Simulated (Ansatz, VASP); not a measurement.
## Two plane-wave programs on ZnS

```
Zn S
1.0
     0.00000    2.54822    2.54822
     2.54822    0.00000    2.54822
     2.54822    2.54822    0.00000
Zn S
1 1
Direct
  0.00000 0.00000 0.00000
  0.50000 0.50000 0.50000
```

Alike in both runs: functional PBE; k mesh 8 × 8 × 8; occupations gaussian, width 0.1 eV; no spin polarisation.

Ansatz relaxed the structure, and its values are those at the end. VASP's run is a single point on that final structure, the one shown.

```csv
,VASP,Ansatz
version,VASP 6.6.1,Ansatz 0.2.0
potentials or method,"VASP PAW PBE potentials, release 64 (Zn, S), cutoff 520 eV","scalar-relativistic, plane waves, PAW"
valence electrons in the cell,18,18
```

|  | VASP | Ansatz | Ansatz less VASP |
| --- | --- | --- | --- |
| gap on the k mesh at the Fermi level (eV) | none | none | - |
| pressure (GPa) | 0.5 | 0.4 | -0.13 |

A gap of «none» marks a metal or a gap that the smearing closes. The functional is the same, so the differences come from potentials, cutoffs and numerics.
